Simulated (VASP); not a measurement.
# WO (F-43m) in VASP: a series of runs, part 2 of 2

VASP 6.6.1. The steps go on from the part before.

### Step 5. Relaxation of cell and atoms, PBE+U

This run uses another cell than the first one, of 14.05 Å³/atom, 0.863 times its volume.

Input file INCAR:

```
SYSTEM = WO
PREC = Accurate
ENCUT = 600
EDIFF = 1E-7
ISMEAR = 0
SIGMA = 0.02
LREAL = .False.
LASPH = .True.
NELM = 150
ALGO = Normal
ISIF = 3
LWAVE = .False.
LCHARG = .False.
LMAXMIX = 4
LDAU = .True.
LDAUTYPE = 2
LDAUL = 2 -1
LDAUU = 6.2 0
LDAUJ = 0 0
LDAUPRINT = 1
GGA = PE
IBRION = 2
NSW = 80
EDIFFG = -0.01
```

Input file KPOINTS:

```
Automatic mesh
0
Gamma
  10 10 10
  0 0 0
```

Input file POSCAR:

```
WO
1.0
    0.0000000000      2.4128820392      2.4128820392
    2.4128820392      0.0000000000      2.4128820392
    2.4128820392      2.4128820392      0.0000000000
W O
1 1
Direct
    0.0000000000      0.0000000000      0.0000000000
    0.2500000000      0.2500000000      0.2500000000
```

Potentials or basis: VASP PAW PBE potentials, release 64 (W_sv, O).

Command:

```
$ cat potpaw_PBE.64/W_sv/POTCAR potpaw_PBE.64/O/POTCAR > POTCAR
$ mpirun -np 1 vasp_std > vasp.out
```

OUTCAR:

```text
SYSTEM = WO
   PREC = Accurate
   ENCUT = 600
   EDIFF = 1E-7
   ISMEAR = 0
   LREAL = .False.
   LASPH = .True.
   NELM = 150
   ISIF = 3
   GGA = PE
   IBRION = 2
   NSW = 80
   EDIFFG = -0.01

 ion  position               nearest neighbor table
   1  0.000  0.000  0.000-   2 2.09   2 2.09   2 2.09   2 2.09
   2  0.250  0.250  0.250-   1 2.09   1 2.09   1 2.09   1 2.09

  LATTYP: Found a face centered cubic cell.
 ALAT       =     4.8257640784

  Lattice vectors:

 A1 = (   0.0000000000,   2.4128820392,   2.4128820392)
 A2 = (   2.4128820392,   0.0000000000,   2.4128820392)
 A3 = (   2.4128820392,   2.4128820392,   0.0000000000)

Analysis of symmetry for initial positions (statically):
=====================================================================
 Subroutine PRICEL returns:
 Original cell was already a primitive cell.

 Routine SETGRP: Setting up the symmetry group for a
 face centered cubic supercell.

 Subroutine GETGRP returns: Found 24 space group operations
 (whereof 24 operations were pure point group operations)
 out of a pool of 48 trial point group operations.

The static configuration has the point symmetry T_d .

Analysis of symmetry for dynamics (positions and initial velocities):
=====================================================================
 Subroutine PRICEL returns:
 Original cell was already a primitive cell.

 Routine SETGRP: Setting up the symmetry group for a
 face centered cubic supercell.

 Subroutine GETGRP returns: Found 24 space group operations
 (whereof 24 operations were pure point group operations)
 out of a pool of 48 trial point group operations.

The dynamic configuration has the point symmetry T_d .

 Subroutine INISYM returns: Found 24 space group operations
 (whereof 24 operations are pure point group operations),
 and found     1 'primitive' translations

----------------------------------------------------------------------------------------

                                     Primitive cell

  volume of cell :      28.0956

  direct lattice vectors                    reciprocal lattice vectors
     0.000000000  2.412882039  2.412882039    -0.207221071  0.207221071  0.207221071
     2.412882039  0.000000000  2.412882039     0.207221071 -0.207221071  0.207221071
     2.412882039  2.412882039  0.000000000     0.207221071  0.207221071 -0.207221071

  length of vectors
     3.412330504  3.412330504  3.412330504     0.358917423  0.358917423  0.358917423

  position of ions in fractional coordinates (direct lattice)
     0.000000000  0.000000000  0.000000000
     0.250000000  0.250000000  0.250000000

  ion indices of the primitive-cell ions
   primitive index   ion index
                 1           1
                 2           2
[... 106 lines left out ...]
   LRPA    =     F    only Hartree local field effects (RPA)
 conjugate gradient relaxation of ions
 non-spin polarized calculation
 Gauss-broadening in eV      SIGMA  =   0.02
  energy-cutoff  :      600.00
  volume of cell :       28.10
 maximum number of plane-waves:       960
   NGX = 13   NGY = 13   NGZ = 13

--------------------------------------- Ionic step        1  -------------------------------------------

 number of electron      19.9999997 magnetization

 Free energy of the ion-electron system (eV)
  ---------------------------------------------------
  ext. energy  EPLUGINS =         0.00000000
  ---------------------------------------------------
  free energy    TOTEN  =       -11.41156548 eV

  energy without entropy =      -11.41111156  energy(sigma->0) =      -11.41133852

------------------------ aborting loop because EDIFF is reached ----------------------------------------

  FORCE on cell =-STRESS in cart. coord.  units (eV):
  Direction    XX          YY          ZZ          XY          YZ          ZX
  --------------------------------------------------------------------------------------
  -------------------------------------------------------------------------------------
  Total       -1.4015633     -1.4015633     -1.4015633      0.0000000      0.0000000      0.0000000
  in kB      -79.9254368    -79.9254368    -79.9254368      0.0000000      0.0000000      0.0000000
  external PRESSURE =     -79.9254368 kB  Pullay stress =       0.0000000 kB
[... 89 lines left out ...]
  FREE ENERGIE OF THE ION-ELECTRON SYSTEM (eV)
  ---------------------------------------------------
  free  energy   TOTEN  =       -11.4391061800 eV

  energy  without entropy=      -11.4385788738  energy(sigma->0) =      -11.43884253

atom =   1  type =  1  l = 2

 onsite density matrix

spin component  1

  0.2745  0.0000  0.0000  0.0000  0.0000
  0.0000  0.2745  0.0000  0.0000  0.0000
  0.0000  0.0000  0.3641 -0.0000  0.0000
  0.0000  0.0000 -0.0000  0.2745 -0.0000
  0.0000  0.0000  0.0000 -0.0000  0.3641

spin component  2

  0.2745  0.0000  0.0000  0.0000  0.0000
  0.0000  0.2745  0.0000  0.0000  0.0000
  0.0000  0.0000  0.3641 -0.0000  0.0000
  0.0000  0.0000 -0.0000  0.2745 -0.0000
  0.0000  0.0000  0.0000 -0.0000  0.3641

 occupancies and eigenvectors

  o =  0.2745  v =  0.0000 -0.7620  0.0000 -0.6476  0.0000  0.0000  0.0000  0.0000  0.0000  0.0000      0.0000  0.0000  0.0000  0.0000  0.0000  0.0000  0.0000  0.0000  0.0000  0.0000
  o =  0.2745  v =  0.0000  0.0000  0.0000  0.0000  0.0000  0.0000 -0.7620  0.0000 -0.6476  0.0000      0.0000  0.0000  0.0000  0.0000  0.0000  0.0000  0.0000  0.0000  0.0000  0.0000
  o =  0.2745  v =  0.0000 -0.6476 -0.0000  0.7620  0.0000  0.0000  0.0000  0.0000  0.0000  0.0000      0.0000  0.0000  0.0000  0.0000  0.0000  0.0000  0.0000  0.0000  0.0000  0.0000
  o =  0.2745  v =  0.0000  0.0000  0.0000  0.0000  0.0000  0.0000 -0.6476 -0.0000  0.7620  0.0000      0.0000  0.0000  0.0000  0.0000  0.0000  0.0000  0.0000  0.0000  0.0000  0.0000
  o =  0.2745  v =  0.0000  0.0000  0.0000  0.0000  0.0000  1.0000  0.0000  0.0000  0.0000  0.0000      0.0000  0.0000  0.0000  0.0000  0.0000  0.0000  0.0000  0.0000  0.0000  0.0000
  o =  0.2745  v =  1.0000  0.0000  0.0000  0.0000  0.0000  0.0000  0.0000  0.0000  0.0000  0.0000      0.0000  0.0000  0.0000  0.0000  0.0000  0.0000  0.0000  0.0000  0.0000  0.0000
  o =  0.3641  v =  0.0000  0.0000  0.0000  0.0000  0.0000  0.0000 -0.0000  0.0380  0.0000 -0.9993      0.0000  0.0000  0.0000  0.0000  0.0000  0.0000  0.0000  0.0000  0.0000  0.0000
  o =  0.3641  v =  0.0000 -0.0000  0.0380  0.0000 -0.9993  0.0000  0.0000  0.0000  0.0000  0.0000      0.0000  0.0000  0.0000  0.0000  0.0000  0.0000  0.0000  0.0000  0.0000  0.0000
  o =  0.3641  v =  0.0000  0.0000  0.9993  0.0000  0.0380  0.0000  0.0000  0.0000  0.0000  0.0000      0.0000  0.0000  0.0000  0.0000  0.0000  0.0000  0.0000  0.0000  0.0000  0.0000
  o =  0.3641  v =  0.0000  0.0000  0.0000  0.0000  0.0000  0.0000  0.0000  0.9993  0.0000  0.0380      0.0000  0.0000  0.0000  0.0000  0.0000  0.0000  0.0000  0.0000  0.0000  0.0000

--------------------------------------- Ionic step        4  -------------------------------------------

 number of electron      19.9999998 magnetization

 Free energy of the ion-electron system (eV)
  ---------------------------------------------------
  ext. energy  EPLUGINS =         0.00000000
  ---------------------------------------------------
  free energy    TOTEN  =       -11.43911360 eV

  energy without entropy =      -11.43858349  energy(sigma->0) =      -11.43884854

 E-fermi :   8.8661     XC(G=0): -12.1771

 val. band max:        8.8329412954   @ k =   0.2000   0.1000   0.0000
 cond. band min:       8.8733437712   @ k =  -0.3000   0.1000   0.0000
 fundamental gap:      0.0404024757
 Fermi energy:         8.8661230868

 k-point     1 :       0.0000    0.0000    0.0000
  band No.  band energies     occupation
      1     -67.3076      2.00000
      2     -31.3330      2.00000
      3     -31.3330      2.00000
      4     -31.3330      2.00000
      5     -13.0628      2.00000
      6       0.8439      2.00000
      7       0.8439      2.00000
      8       0.8439      2.00000
      9       5.7202      2.00000
     10       8.6673      2.00000
     11       8.6673      2.00000
     12      12.7283      0.00000
     13      12.7283      0.00000
     14      12.7283      0.00000
[... 377 lines left out ...]
      1     -67.2957      2.00000
      2     -31.5539      2.00000
      3     -31.4122      2.00000
      4     -31.4040      2.00000
      5     -12.3432      2.00000
      6      -0.1845      2.00000
      7       1.7597      2.00000
      8       1.7997      2.00000
      9       6.6164      2.00000
     10       9.1598      0.00000
     11       9.6691      0.00000
     12      11.8433      0.00000
     13      12.0201      0.00000
     14      12.8560      0.00000

 [... further k-points ...]
[... 5 lines left out ...]
  --------------------------------------------------------------------------------------
  -------------------------------------------------------------------------------------
  Total        0.0056953      0.0056953      0.0056953      0.0000000      0.0000000      0.0000000
  in kB        0.3376325      0.3376325      0.3376325      0.0000000      0.0000000      0.0000000
  external PRESSURE =       0.3376325 kB  Pullay stress =       0.0000000 kB
[... 17 lines left out ...]
  FREE ENERGIE OF THE ION-ELECTRON SYSTEM (eV)
  ---------------------------------------------------
  free  energy   TOTEN  =       -11.4391136009 eV

  energy  without entropy=      -11.4385834889  energy(sigma->0) =      -11.43884854

 reached required accuracy - stopping structural energy minimisation
```

OSZICAR:

```text
N       E                     dE             d eps       ncg     rms          rms(c)
DAV:   1     0.166674512644E+03    0.16667E+03   -0.11907E+04  1316   0.170E+03
DAV:   2    -0.716259727433E+01   -0.17384E+03   -0.17089E+03  1550   0.424E+02
DAV:   3    -0.146783083925E+02   -0.75157E+01   -0.73700E+01  1592   0.813E+01
[... 40 lines left out ...]
DAV:   2    -0.114391236918E+02    0.93876E-04   -0.21522E-04  1328   0.151E-01    0.272E-02
DAV:   3    -0.114391124529E+02    0.11239E-04   -0.57132E-05  1412   0.711E-02    0.910E-03
DAV:   4    -0.114391127943E+02   -0.34142E-06   -0.14775E-06  1454   0.128E-02    0.605E-03
DAV:   5    -0.114391135480E+02   -0.75367E-06   -0.41531E-07  1472   0.688E-03    0.108E-03
DAV:   6    -0.114391136009E+02   -0.52905E-07   -0.84986E-08   700   0.264E-03
   4 F= -.11439114E+02 E0= -.11438849E+02  d E =-.275481E-01
```

It took 2 min on 1 thread of Intel Xeon 8259CL, shared host; peak memory 0.18 GiB.

Results:

| Quantity | Value |
| --- | --- |
| Free energy | -11.4391 eV |
| Relaxed volume | 13.51 Å³/atom |
| Relaxed cell | a = 3.368 Å, b = 3.368 Å, c = 3.368 Å, α = 60.00°, β = 60.00°, γ = 60.00° |
| Space group after relaxing (to 0.05 Å) | F-43m (No. 216) |
| Energy gained by relaxing | 13.8 meV/atom |
| Ionic steps | 4 |
| Pressure after relaxing | 0.0 GPa |
| Band gap on the k mesh | zero (band 10 reaches 9.49 eV, above the bottom of band 11 at 8.45 eV) |

The path:
| step | energy change (eV) | largest force (eV/Å) | pressure (GPa) | volume (Å³) |
| --- | --- | --- | --- | --- |
| 1 | 0.0000 | 0.0000 | -7.99 | 28.10 |
| 2 | 0.0553 | 0.0000 | 16.72 | 25.34 |
| 3 | -0.0275 | 0.0000 | -0.15 | 27.05 |
| 4 | -0.0275 | 0.0000 | 0.03 | 27.03 |

Final structure:
```cif
data_structure
_symmetry_space_group_name_H-M 'P 1'
_symmetry_Int_Tables_number 1
_cell_length_a 3.3685
_cell_length_b 3.3685
_cell_length_c 3.3685
_cell_angle_alpha 60.000
_cell_angle_beta 60.000
_cell_angle_gamma 60.000
_cell_volume 27.03
loop_
_atom_site_label
_atom_site_type_symbol
_atom_site_fract_x
_atom_site_fract_y
_atom_site_fract_z
_atom_site_occupancy
W1 W 0.00000 0.00000 0.00000 1
O1 O 0.25000 0.25000 0.25000 1
```

Levels at points of the mesh, in eV from the Fermi level:
| k point | band 7 | band 8 | band 9 | band 10 | band 11 | band 12 | band 13 | band 14 |
| --- | --- | --- | --- | --- | --- | --- | --- | --- |
| (0.00, 0.00, 0.00) | -8.02 | -8.02 | -3.15 | -0.20 | -0.20 | 3.86 | 3.86 | 3.86 |
| (0.50, 0.00, 0.00) | -7.57 | -7.57 | -0.56 | 0.17 | 0.17 | 2.80 | 2.87 | 2.87 |
| (0.50, 0.50, 0.00) | -6.70 | -6.70 | -2.39 | -0.43 | 1.18 | 2.48 | 2.48 | 7.60 |

Eigenvalues of the final occupation matrices:
| site | spin | trace | eigenvalues |
| --- | --- | --- | --- |
| site 1 d | 1 | 1.55 | 0.27 0.27 0.27 0.36 0.36 |
| site 1 d | 2 | 1.55 | 0.27 0.27 0.27 0.36 0.36 |

Caveat: spin-orbit coupling is left out, which moves the levels of the heavy elements; U without spin polarisation on a metal has little footing.

### Step 6. Summary

| task | potentials or basis | cell | cutoff (eV) | second run | gap on the mesh (eV) | pressure (GPa) |
| --- | --- | --- | --- | --- | --- | --- |
| single point | VASP PAW PBE potentials, release 64 (W_sv, O_h) | a = 3.585 Å, angles 60.0°, 2 atoms | 910 | hard_potentials | none | -26.5 |
| single point | VASP PAW PBE potentials, release 64 (W_sv, O_h) | a = 3.412 Å, angles 60.0°, 2 atoms | 910 | hard_potentials | none | -8.1 |
| single point | VASP PAW PBE potentials, release 64 (W_sv, O_h) | a = 3.366 Å, angles 60.0°, 2 atoms | 910 | hard_potentials | none | 0.4 |
| relaxation of cell and atoms | VASP PAW PBE potentials, release 64 (W_sv, O) | relaxed from a = 3.412 Å, angles 60.0°, 2 atoms | 600 | - | none | 0.0 |

Alike in all rows: level PBE+U; no spin polarisation; W d U = 6.2 eV; k mesh 10 × 10 × 10; smearing gaussian 0.02 eV.

Caveats: spin-orbit coupling is left out, which moves the levels of the heavy elements; U without spin polarisation on a metal has little footing; the cutoff is under 1.25 times the usual one of these potentials, so pressure, stress and relaxed cells hold a basis-set (Pulay) error (some runs).

Total energies depend on the potentials used, so only differences within one code and one set of settings carry meaning.
